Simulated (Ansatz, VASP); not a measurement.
SrO in VASP and in Ansatz

```
Sr O
1.0
     3.57695    0.00000    0.00000
    -1.78847    3.09773    0.00000
     0.00000    0.00000    6.24262
Sr O
2 2
Direct
  0.33333 0.66667 0.25173
  0.66667 0.33333 0.75173
  0.00000 0.00000 0.99052
  0.00000 0.00000 0.49052
```

Change from the starting cell: mode 8 frozen in at -0.059 Å, equal normal strain along x, y and z +0.0000.

Alike in both runs: task single point; functional PBE; k mesh 9 × 9 × 4; occupations gaussian, width 0.05 eV; no spin polarisation.

|  | VASP | Ansatz |
| --- | --- | --- |
| version | VASP 6.6.1 | Ansatz 0.2.0 |
| potentials or method | VASP PAW PBE potentials, release 64 (Sr_sv, O), cutoff 520 eV | scalar-relativistic, plane waves, PAW |
| valence electrons in the cell | 32 | 32 |

Ansatz gave:

```
gap on the k mesh at the Fermi level (eV) : 3.00
least direct gap on the mesh (eV)         : 3.00
pressure (GPa)                            : 0.1
rms of the force components (eV/Å)        : 0.080
```

Q: Which values does VASP return?

A: gap on the k mesh at the Fermi level (eV): 2.99; least direct gap on the mesh (eV): 2.99; pressure (GPa): 0.7; rms of the force components (eV/Å): 0.085.

Atom by atom the forces differ by 0.006 eV/Å (rms over components). The functional is the same, so the differences come from potentials, cutoffs and numerics.
